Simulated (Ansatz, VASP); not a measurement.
**CuO: VASP beside Ansatz**

Contents of INCAR:

```
PREC = Accurate
ENCUT = 820
EDIFF = 1E-6
ISMEAR = -1
SIGMA = 0.05
LREAL = F
LASPH = T
NELM = 120
ALGO = Normal
ISIF = 2
LWAVE = F
LCHARG = T
GGA = PE
LELF = T
LVHAR = T
NBANDS = 33
GGA_COMPAT = F
```

KPOINTS

```
regular mesh
0
Gamma
  8 8 5
```

Contents of POSCAR:

```
CuO
1.0
    2.0307873600     -2.1966210000      0.0000000000
    2.0307873600      2.1966210000      0.0000000000
    0.0000000000      0.0000000000      5.1559280000
Cu O
2 2
Direct
    0.5000000000      0.0000000000      0.0000000000
    0.0000000000      0.5000000000      0.5000000000
    0.5000000000      0.5000000000      0.2500000000
    0.5000000000      0.5000000000      0.7500000000
```

input.yaml

```yaml
crystal:
  lattice:
    - [2.03078736, -2.196621, 0.0]
    - [2.03078736, 2.196621, 0.0]
    - [0.0, 0.0, 5.155928]
  atoms:
    - { symbol: Cu, position: [0.5, 0.0, 0.0] }
    - { symbol: Cu, position: [0.0, 0.5, 0.5] }
    - { symbol: O, position: [0.5, 0.5, 0.25] }
    - { symbol: O, position: [0.5, 0.5, 0.75] }
hamiltonian:
  xc: pbe
  pseudopotentials: { kind: paw }
kpoints:
  mp_grid: { grid: [8, 8, 5] }
  band_path:
    path:
      - [[0.0, 0.0, 0.0], [0.463677429, 0.463677429, 0.0], [0.0, 0.5, 0.0], [0.0, 0.5, 0.5], [0.463677429, 0.463677429, 0.5], [0.0, 0.0, 0.5], [0.0, 0.0, 0.0], [-0.5, 0.5, 0.0], [-0.463677429, 0.536322571, 0.0], [-0.463677429, 0.536322571, 0.5], [-0.5, 0.5, 0.5], [-0.5, 0.5, 0.0]]
      - [[0.0, 0.0, 0.5], [-0.5, 0.5, 0.5]]
    npoints: 14
scf:
  occupations: { method: fermi_dirac, width: 0.05 }
  n_extra_bands: 10
output:
  forces: true
  stress: true
  eigenvalues: true
  fatbands: false
```

Alike in both runs: functional PBE; k mesh 8 × 8 × 5; occupations fermi-dirac, width 0.05 eV; no spin polarisation.

|  | VASP | Ansatz |
| --- | --- | --- |
| version | VASP 6.6.1 | Ansatz 0.2.0 |
| potentials or method | VASP PAW PBE potentials, release 64 (Cu_sv_GW, O) | Ansatz PAW |
| plane-wave cutoff (eV) | 820 | 420 |
| valence electrons in the cell | 50 | 50 |
| task | single point | band structure |

Ansatz gave:

```
gap on the k mesh at the Fermi level (eV)                     : none
pressure (GPa)                                                : -3.6
traceless stress, the component that is largest in VASP (GPa) : -0.99
```

Q: Which values does VASP return?

A: gap on the k mesh at the Fermi level (eV): none; pressure (GPa): -4.2; traceless stress, the component that is largest in VASP (GPa): -0.99.

A gap of «none» marks a metal or a gap that the smearing closes.
